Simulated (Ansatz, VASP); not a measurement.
# PbO2: VASP beside Ansatz

```
Pb O
1.0
     5.02828    0.00000    0.00000
     0.00000    5.02828    0.00000
     0.00000    0.00000    3.44213
Pb O
2 4
Direct
  0.00000 0.00000 0.00000
  0.50000 0.50000 0.50000
  0.30741 0.30741 0.00000
  0.19259 0.80741 0.50000
  0.69259 0.69259 0.00000
  0.80741 0.19259 0.50000
```

Alike in both runs: functional PBE; dispersion D3(BJ); k mesh 6 × 6 × 10; occupations gaussian, width 0.01 eV; no spin polarisation.

Ansatz relaxed the structure, and its values are those at the end. VASP's run is a single point on that final structure, the one shown.

|  | VASP | Ansatz |
| --- | --- | --- |
| version | VASP 6.6.1 | Ansatz 0.2.0 |
| potentials or method | VASP PAW PBE potentials, release 64 (Pb_d, O), cutoff 520 eV | scalar-relativistic, plane waves, PAW |
| valence electrons in the cell | 52 | 52 |

Ansatz gave:

| Item | Value |
| --- | --- |
| gap on the k mesh at the Fermi level (eV) | 0.08 |
| least direct gap on the mesh (eV) | 0.09 |
| pressure (GPa) | 0.0 |
| rms of the force components (eV/Å) | 0.004 |

Problem. Estimate VASP's values.

Solution. gap on the k mesh at the Fermi level (eV): 0.08; least direct gap on the mesh (eV): 0.09; pressure (GPa): 0.2; rms of the force components (eV/Å): 0.000.

Neither program's run includes spin-orbit coupling.
